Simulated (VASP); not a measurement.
# HfB (Fm-3m) in VASP: further runs

HfB is run at these levels: PBEsol, PBE, LDA; tasks: vibrations by perturbation theory, elastic constants.

Program: VASP 6.6.1. These are calculated values, not measurements. Logs are shortened: lines on timing, memory, paths and dates and some standing lists are left out, and cuts for length are marked.

## (1) The cell of the first run

Symmetry: Fm-3m, No. 225, cubic system. Conventional cell: a = 4.620 Å, b = 4.620 Å, c = 4.620 Å, α = 90.00°, β = 90.00°, γ = 90.00°. Within 3.1 Å of Hf (site symmetry m-3m) lie 6 B at 2.31 Å. B (site symmetry m-3m) has 6 Hf at 2.31 Å within 3.1 Å.

## (2) Vibrations by perturbation theory, PBEsol

File INCAR:

```
  PREC = Accurate
  ENCUT = 520
  EDIFF = 1E-8
  ISMEAR = -1
  SIGMA = 0.05
  LREAL = F
  LASPH = T
  NELM = 60
  ALGO = Normal
  ISIF = 2
  LWAVE = F
  LCHARG = F
  GGA = PS
  IBRION = 8
  NSW = 1
```

File KPOINTS:

```
Automatic mesh
0
Gamma
  7 7 7
```

File POSCAR:

```
HfB
1.0
    0.0000000000      2.3100000000      2.3100000000
    2.3100000000      0.0000000000      2.3100000000
    2.3100000000      2.3100000000      0.0000000000
Hf B
1 1
Direct
    0.5000000000      0.5000000000      0.5000000000
    0.0000000000      0.0000000000      0.0000000000
```

Potentials or basis: VASP PAW PBE potentials, release 64 (Hf_pv, B).

Command:

```sh
> cat potpaw_PBE.64/Hf_pv/POTCAR potpaw_PBE.64/B/POTCAR > POTCAR
> mpirun -np 1 vasp_std > vasp.out
```

OUTCAR:

```text
PREC = Accurate
   ENCUT = 520
   EDIFF = 1E-8
   ISMEAR = -1
   LREAL = F
   LASPH = T
   NELM = 60
   ISIF = 2
   GGA = PS
   IBRION = 8
   NSW = 1

 ion  position               nearest neighbor table
   1  0.500  0.500  0.500-   2 2.31   2 2.31   2 2.31   2 2.31   2 2.31   2 2.31
   2  0.000  0.000  0.000-   1 2.31   1 2.31   1 2.31   1 2.31   1 2.31   1 2.31

  LATTYP: Found a face centered cubic cell.
 ALAT       =     4.6200000000

  Lattice vectors:

 A1 = (   0.0000000000,   2.3100000000,   2.3100000000)
 A2 = (   2.3100000000,   0.0000000000,   2.3100000000)
 A3 = (   2.3100000000,   2.3100000000,   0.0000000000)

Analysis of symmetry for initial positions (statically):
=====================================================================
 Subroutine PRICEL returns:
 Original cell was already a primitive cell.

 Routine SETGRP: Setting up the symmetry group for a
 face centered cubic supercell.

 Subroutine GETGRP returns: Found 48 space group operations
 (whereof 48 operations were pure point group operations)
 out of a pool of 48 trial point group operations.

The static configuration has the point symmetry O_h .

Analysis of symmetry for dynamics (positions and initial velocities):
=====================================================================
 Subroutine PRICEL returns:
 Original cell was already a primitive cell.

 Routine SETGRP: Setting up the symmetry group for a
 face centered cubic supercell.

 Subroutine GETGRP returns: Found 48 space group operations
 (whereof 48 operations were pure point group operations)
 out of a pool of 48 trial point group operations.

The dynamic configuration has the point symmetry O_h .

 Subroutine INISYM returns: Found 48 space group operations
 (whereof 48 operations are pure point group operations),
 and found     1 'primitive' translations

----------------------------------------------------------------------------------------

                                     Primitive cell

[... 410 lines left out ...]

 VOLUME and BASIS-vectors are now :
 -----------------------------------------------------------------------------
  energy-cutoff  :      520.00
  volume of cell :       24.65
      direct lattice vectors                 reciprocal lattice vectors
     0.000000000  2.310000000  2.310000000    -0.216450216  0.216450216  0.216450216
     2.310000000  0.000000000  2.310000000     0.216450216 -0.216450216  0.216450216
     2.310000000  2.310000000  0.000000000     0.216450216  0.216450216 -0.216450216

 POSITION                                       TOTAL-FORCE (eV/Angst)
 -----------------------------------------------------------------------------------
      2.31000      2.31000      2.31000         0.000000      0.000000      0.000000
      0.00000      0.00000      0.00000         0.000000     -0.000000     -0.000000
 -----------------------------------------------------------------------------------
    total drift:                                0.000000     -0.000000      0.000000

  FREE ENERGIE OF THE ION-ELECTRON SYSTEM (eV)
  ---------------------------------------------------
  free  energy   TOTEN  =       -18.1934651887 eV

  energy  without entropy=      -18.1796089036  energy(sigma->0) =      -18.18653705

[... ionic steps 2 to 3 ...]

--------------------------------------- Ionic step        4  -------------------------------------------

------------------------ aborting loop because EDIFF is reached ----------------------------------------

[... ionic steps 5 to 6 ...]

--------------------------------------- Ionic step        7  -------------------------------------------

 Free energy of the ion-electron system (eV)
  ---------------------------------------------------
  ---------------------------------------------------
  free energy    TOTEN  =        -0.04289104 eV

  energy without entropy =       -0.04289104

------------------------ aborting loop because EDIFF is reached ----------------------------------------

 INTERNAL STRAIN TENSOR  FOR ION    2  DIRECTION 1   (eV/Angst):
 -----------------------------------------------------------------------------
    -0.00526 -0.00000 -0.00000
     0.00000 -0.00175  0.00000
     0.00000  0.00000 -0.00175

 INTERNAL STRAIN TENSOR FOR ION    2 for displacements in x,y,z  (eV/Angst):
          X           Y           Z          XY          YZ          ZX
  --------------------------------------------------------------------------------
  x     0.00000     0.00000     0.00000     0.00000     0.00000     0.00000
  y     0.00000     0.00000     0.00000     0.00000     0.00000     0.00000
  z     0.00000     0.00000     0.00000     0.00000     0.00000     0.00000

 SECOND DERIVATIVES (NOT SYMMETRIZED)
 ------------------------------------
               1X          1Y          1Z          2X          2Y          2Z
  1X   -10.633033    0.000000    0.000000   10.633033    0.000000    0.000000
  1Y     0.000000  -10.633033    0.000000    0.000000   10.633033    0.000000
  1Z     0.000000    0.000000  -10.633033    0.000000    0.000000   10.633033
  2X    10.625999    0.000000    0.000000  -10.625999    0.000000    0.000000
  2Y     0.000000   10.625999    0.000000    0.000000  -10.625999    0.000000
  2Z     0.000000    0.000000   10.625999    0.000000    0.000000  -10.625999

 Eigenvectors and eigenvalues of the dynamical matrix
 ----------------------------------------------------

   1 f  =   15.961746 THz   100.290607 2PiTHz  532.426531 cm-1    66.012447 meV
             X         Y         Z           dx          dy          dz
      2.310000  2.310000  2.310000    -0.169035   -0.169035    0.000000
      0.000000  0.000000  0.000000     0.686606    0.686606    0.000000
[... 21 lines left out ...]
   6 f/i=    0.001226 THz     0.007703 2PiTHz    0.040896 cm-1     0.005070 meV
             X         Y         Z           dx          dy          dz
      2.310000  2.310000  2.310000     0.043980    0.969556   -0.029697
      0.000000  0.000000  0.000000     0.010827    0.238695   -0.007311

--------------------------------------------------------------------------------------------------------

 ELASTIC MODULI CONTR FROM IONIC RELAXATION (kBar)
 Direction    XX          YY          ZZ          XY          YZ          ZX
 --------------------------------------------------------------------------------
 XX           0.0000      0.0000      0.0000      0.0000      0.0000      0.0000
 YY           0.0000      0.0000      0.0000      0.0000      0.0000      0.0000
 ZZ           0.0000      0.0000      0.0000      0.0000      0.0000      0.0000
 XY           0.0000      0.0000      0.0000      0.0000      0.0000      0.0000
 YZ           0.0000      0.0000      0.0000      0.0000      0.0000      0.0000
 ZX           0.0000      0.0000      0.0000      0.0000      0.0000      0.0000
 --------------------------------------------------------------------------------
```

It took 37 s on 1 thread of AMD EPYC 9R45 (Zen 5), shared host; peak memory 0.14 GiB.

Results:

- Highest phonon frequency at Γ, LO-TO splitting left out: 532 cm⁻¹

Phonon frequencies in cm⁻¹ (negative: imaginary):
| q point | frequencies |
| --- | --- |
| (0.000, 0.000, 0.000) | 0 0 0 532 532 532 |

Caveat: the cell wasn't relaxed at this level first, which shifts response properties; the PAW data sets were made with another functional, which shifts forces and pressure a little; spin-orbit coupling is left out, which moves the levels of the heavy elements.

## (3) Elastic constants, PBEsol

File INCAR:

```
SYSTEM = HfB
PREC = Accurate ; ENCUT = 600
EDIFF = 1E-8 ; ISMEAR = -1
SIGMA = 0.05 ; LREAL = .FALSE.
LASPH = .TRUE. ; NELM = 100
ALGO = Normal ; ISIF = 3
LWAVE = .FALSE. ; LCHARG = .FALSE.
GGA = PS ; IBRION = 6
NFREE = 2 ; POTIM = 0.015
NSW = 1
```

File KPOINTS:

```
Automatic mesh
0
G
  7 7 7
  0 0 0
```

POSCAR is that of step 2.

Potentials or basis: VASP PAW PBE potentials, release 64 (Hf_pv, B).

Command:

```sh
> cat potpaw_PBE.64/Hf_pv/POTCAR potpaw_PBE.64/B/POTCAR > POTCAR
> mpirun -np 1 vasp_std > vasp.out
```

Wall time 3.2 min (1 thread of AMD EPYC 9R45 (Zen 5), shared host); peak memory 0.19 GiB.

It converged, with:

```yaml
Elastic_constants_C11_C12_C44: 582, 78, 26 GPa
Voigt_bulk_modulus: 246 GPa
Highest_phonon_frequency_at_Γ_LO-TO_splitting_left_out: 532 cm⁻¹
```

Phonon frequencies in cm⁻¹ (negative: imaginary):
| q point | frequencies |
| --- | --- |
| (0.000, 0.000, 0.000) | 0 0 0 532 532 532 |

Elastic tensor in Voigt notation (GPa, in the Cartesian axes of the cell as first typed):
```
582  78  78   0   0   0
 78 582  78   0   0   0
 78  78 582   0   0   0
  0   0   0  26   0   0
  0   0   0   0  26   0
  0   0   0   0   0  26
```

Clamped-ion elastic tensor (GPa):
```
582  78  78   0   0   0
 78 582  78   0   0   0
 78  78 582   0   0   0
  0   0   0  26   0   0
  0   0   0   0  26   0
  0   0   0   0   0  26
```

Caveat: the cell is under stress, which shifts elastic constants; the PAW data sets were made with another functional, which shifts forces and pressure a little; spin-orbit coupling is left out, which moves the levels of the heavy elements.

## (4) Vibrations by perturbation theory, PBE

File INCAR:

```
ALGO     = Normal         # electronic algorithm
EDIFF    = 1E-8           # SCF threshold, eV
ENCUT    = 520            # plane-wave cutoff, eV
GGA      = PE             # functional
IBRION   = 8              # ionic algorithm
ISIF     = 2              # what is computed and relaxed
ISMEAR   = -1             # smearing method
LASPH    = True           # aspherical terms in the spheres
LCHARG   = False          # write CHGCAR
LREAL    = False          # projectors in reciprocal space
LWAVE    = False          # write WAVECAR
NBANDS   = 14             # bands
NELM     = 80             # most SCF steps
NSW      = 1              # ionic steps
PREC     = Accurate       # precision mode
SIGMA    = 0.05           # smearing width, eV
```

File KPOINTS:

```
k-points
0
Gamma
  7 7 7
```

POSCAR is that of step 3.

Potentials or basis: VASP PAW PBE potentials, release 64 (Hf_pv, B).

Command:

```sh
> cat potpaw_PBE.64/Hf_pv/POTCAR potpaw_PBE.64/B/POTCAR > POTCAR
> mpirun -np 1 vasp_std > vasp.out
```

OUTCAR:

```text
EDIFF = 1E-8
   ENCUT = 520
   GGA = PE
   IBRION = 8
   ISIF = 2
   ISMEAR = -1
   LASPH = True
   LREAL = False
   NELM = 80
   NSW = 1
   PREC = Accurate

 ion  position               nearest neighbor table
   1  0.500  0.500  0.500-   2 2.31   2 2.31   2 2.31   2 2.31   2 2.31   2 2.31
   2  0.000  0.000  0.000-   1 2.31   1 2.31   1 2.31   1 2.31   1 2.31   1 2.31

  LATTYP: Found a face centered cubic cell.
 ALAT       =     4.6200000000

  Lattice vectors:

[... 587 lines left out ...]
               1X          1Y          1Z          2X          2Y          2Z
  1X   -10.670550    0.000000    0.000000   10.670550    0.000000    0.000000
  1Y     0.000000  -10.670550    0.000000    0.000000   10.670550    0.000000
  1Z     0.000000    0.000000  -10.670550    0.000000    0.000000   10.670550
  2X    10.663787    0.000000    0.000000  -10.663787    0.000000    0.000000
  2Y     0.000000   10.663787    0.000000    0.000000  -10.663787    0.000000
  2Z     0.000000    0.000000   10.663787    0.000000    0.000000  -10.663787

 Eigenvectors and eigenvalues of the dynamical matrix
 ----------------------------------------------------

   1 f  =   15.990090 THz   100.468697 2PiTHz  533.371984 cm-1    66.129668 meV
             X         Y         Z           dx          dy          dz
      2.310000  2.310000  2.310000     0.000000    0.239049    0.000000
      0.000000  0.000000  0.000000     0.000000   -0.971008    0.000000
[... 21 lines left out ...]
   6 f/i=    0.001176 THz     0.007392 2PiTHz    0.039243 cm-1     0.004865 meV
             X         Y         Z           dx          dy          dz
      2.310000  2.310000  2.310000     0.000000   -0.971008    0.000000
      0.000000  0.000000  0.000000     0.000000   -0.239049    0.000000

--------------------------------------------------------------------------------------------------------

 ELASTIC MODULI CONTR FROM IONIC RELAXATION (kBar)
 Direction    XX          YY          ZZ          XY          YZ          ZX
 --------------------------------------------------------------------------------
 XX           0.0000      0.0000      0.0000      0.0000      0.0000      0.0000
 YY           0.0000      0.0000      0.0000      0.0000      0.0000      0.0000
 ZZ           0.0000      0.0000      0.0000      0.0000      0.0000      0.0000
 XY           0.0000      0.0000      0.0000      0.0000      0.0000      0.0000
 YZ           0.0000      0.0000      0.0000      0.0000      0.0000      0.0000
 ZX           0.0000      0.0000      0.0000      0.0000      0.0000      0.0000
 --------------------------------------------------------------------------------
```

It took 31 s on 1 thread of Intel Xeon 6975P-C (Granite Rapids), shared host; peak memory 0.17 GiB.

Results:

| Property | Result |
| --- | --- |
| Highest phonon frequency at Γ, LO-TO splitting left out | 533 cm⁻¹ |

Phonon frequencies in cm⁻¹ (negative: imaginary):
| q point | frequencies |
| --- | --- |
| (0.000, 0.000, 0.000) | 0 0 0 533 533 533 |

Caveat: the cell wasn't relaxed at this level first, which shifts response properties; spin-orbit coupling is left out, which moves the levels of the heavy elements.

## (5) Vibrations by perturbation theory, LDA

File INCAR:

```
SYSTEM = HfB
PREC = Accurate ; ENCUT = 520
EDIFF = 1E-8 ; ISMEAR = -1
SIGMA = 0.05 ; LREAL = .FALSE.
LASPH = .TRUE. ; NELM = 60
ALGO = Normal ; ISIF = 2
LWAVE = .FALSE. ; LCHARG = .FALSE.
IBRION = 8 ; NSW = 1
```

File KPOINTS:

```
regular mesh
0
G
  7 7 7
  0 0 0
```

POSCAR is that of step 4.

Potentials or basis: VASP PAW LDA potentials, release 64 (Hf_pv, B).

Command:

```sh
> cat potpaw_LDA.64/Hf_pv/POTCAR potpaw_LDA.64/B/POTCAR > POTCAR
> mpirun -np 1 vasp_std > vasp.out
```

OUTCAR:

```text
SYSTEM = HfB
   PREC = Accurate
   ENCUT = 520
   EDIFF = 1E-8
   ISMEAR = -1
   LREAL = .FALSE.
   LASPH = .TRUE.
   NELM = 60
   ISIF = 2
   IBRION = 8
   NSW = 1

 ion  position               nearest neighbor table
   1  0.500  0.500  0.500-   2 2.31   2 2.31   2 2.31   2 2.31   2 2.31   2 2.31
   2  0.000  0.000  0.000-   1 2.31   1 2.31   1 2.31   1 2.31   1 2.31   1 2.31

  LATTYP: Found a face centered cubic cell.
 ALAT       =     4.6200000000

  Lattice vectors:

 A1 = (   0.0000000000,   2.3100000000,   2.3100000000)
 A2 = (   2.3100000000,   0.0000000000,   2.3100000000)
 A3 = (   2.3100000000,   2.3100000000,   0.0000000000)

Analysis of symmetry for initial positions (statically):
=====================================================================
 Subroutine PRICEL returns:
 Original cell was already a primitive cell.

[... 481 lines left out ...]
------------------------ aborting loop because EDIFF is reached ----------------------------------------

 INTERNAL STRAIN TENSOR  FOR ION    2  DIRECTION 1   (eV/Angst):
 -----------------------------------------------------------------------------
    -0.00381  0.00000  0.00000
     0.00000 -0.00243 -0.00000
     0.00000 -0.00000 -0.00243

 INTERNAL STRAIN TENSOR FOR ION    2 for displacements in x,y,z  (eV/Angst):
          X           Y           Z          XY          YZ          ZX
  --------------------------------------------------------------------------------
  x     0.00000     0.00000     0.00000     0.00000     0.00000     0.00000
  y     0.00000     0.00000     0.00000     0.00000     0.00000     0.00000
  z     0.00000     0.00000     0.00000     0.00000     0.00000     0.00000

 SECOND DERIVATIVES (NOT SYMMETRIZED)
 ------------------------------------
               1X          1Y          1Z          2X          2Y          2Z
  1X   -10.078765    0.000000    0.000000   10.078765    0.000000    0.000000
  1Y     0.000000  -10.078765    0.000000    0.000000   10.078765    0.000000
  1Z     0.000000    0.000000  -10.078765    0.000000    0.000000   10.078765
  2X    10.072195    0.000000    0.000000  -10.072195    0.000000    0.000000
  2Y     0.000000   10.072195    0.000000    0.000000  -10.072195    0.000000
  2Z     0.000000    0.000000   10.072195    0.000000    0.000000  -10.072195

 Eigenvectors and eigenvalues of the dynamical matrix
 ----------------------------------------------------

   1 f  =   15.540231 THz    97.642149 2PiTHz  518.366301 cm-1    64.269201 meV
             X         Y         Z           dx          dy          dz
      2.310000  2.310000  2.310000     0.000000    0.239051    0.000000
      0.000000  0.000000  0.000000     0.000000   -0.971007    0.000000
[... 21 lines left out ...]
   6 f/i=    0.001176 THz     0.007389 2PiTHz    0.039228 cm-1     0.004864 meV
             X         Y         Z           dx          dy          dz
      2.310000  2.310000  2.310000     0.000000   -0.971007    0.000000
      0.000000  0.000000  0.000000     0.000000   -0.239051    0.000000

--------------------------------------------------------------------------------------------------------

 ELASTIC MODULI CONTR FROM IONIC RELAXATION (kBar)
 Direction    XX          YY          ZZ          XY          YZ          ZX
 --------------------------------------------------------------------------------
 XX           0.0000      0.0000      0.0000      0.0000      0.0000      0.0000
 YY           0.0000      0.0000      0.0000      0.0000      0.0000      0.0000
 ZZ           0.0000      0.0000      0.0000      0.0000      0.0000      0.0000
 XY           0.0000      0.0000      0.0000      0.0000      0.0000      0.0000
 YZ           0.0000      0.0000      0.0000      0.0000      0.0000      0.0000
 ZX           0.0000      0.0000      0.0000      0.0000      0.0000      0.0000
 --------------------------------------------------------------------------------
```

OSZICAR:

```text
N       E                     dE             d eps       ncg     rms          rms(c)
DAV:   1     0.176428519485E+02    0.17643E+02   -0.73988E+03   400   0.121E+03
DAV:   2    -0.194448900148E+02   -0.37088E+02   -0.35628E+02   488   0.206E+02
DAV:   3    -0.205511422877E+02   -0.11063E+01   -0.10552E+01   530   0.266E+01
DAV:   4    -0.205591594387E+02   -0.80172E-02   -0.78606E-02   490   0.201E+00
[... 46 lines left out ...]
RMM:   8    -0.433652385227E-01   -0.26785E-05   -0.23620E-08  1351   0.775E-04    0.456E-04
RMM:   9    -0.433641046311E-01    0.11339E-05   -0.47795E-09  1257   0.286E-04    0.512E-05
RMM:  10    -0.433641513148E-01   -0.46684E-07   -0.24277E-09  1447   0.995E-05    0.708E-05
RMM:  11    -0.433642042849E-01   -0.52970E-07   -0.49108E-10  1371   0.592E-05    0.111E-05
RMM:  12    -0.433641994251E-01    0.48597E-08   -0.22322E-09  1363   0.328E-05    0.572E-06
 Linear response finished
```

stdout:

```text
POSCAR found type information on POSCAR HfB
 POSCAR found :  2 types and       2 ions
 scaLAPACK will be used
 LDA part: xc-table for (Slater(with rela. corr.)+CA(PZ))
 , standard interpolation
 POSCAR, INCAR and KPOINTS ok, starting setup
 FFT: planning ... GRIDC
 FFT: planning ... GRID_SOFT
 FFT: planning ... GRID
 WAVECAR not read
 entering main loop
 Linear response reoptimize wavefunctions to high precision
 Linear response DOF=           2
 Linear response progress:
 first order change of Fermi-energy   0.49304E-03
 force on displaced ion       1 direction 1 : -10.079   0.000   0.000
 Linear response progress:
 first order change of Fermi-energy  -0.11595E-03
 force on displaced ion       2 direction 1 : -10.072   0.000   0.000
 Linear response finished
```

Run time: 20 s. Hardware: 1 thread of Intel Xeon 6975P-C (Granite Rapids), shared host; peak memory 0.16 GiB.

What came out:

* Highest phonon frequency at Γ, LO-TO splitting left out: 518 cm⁻¹

Phonon frequencies in cm⁻¹ (negative: imaginary):
```csv
q point,frequencies
"(0.000, 0.000, 0.000)",0 0 0 518 518 518
```

Caveat: the cell wasn't relaxed at this level first, which shifts response properties; spin-orbit coupling is left out, which moves the levels of the heavy elements.

(Part 1 of 2 ends here.)
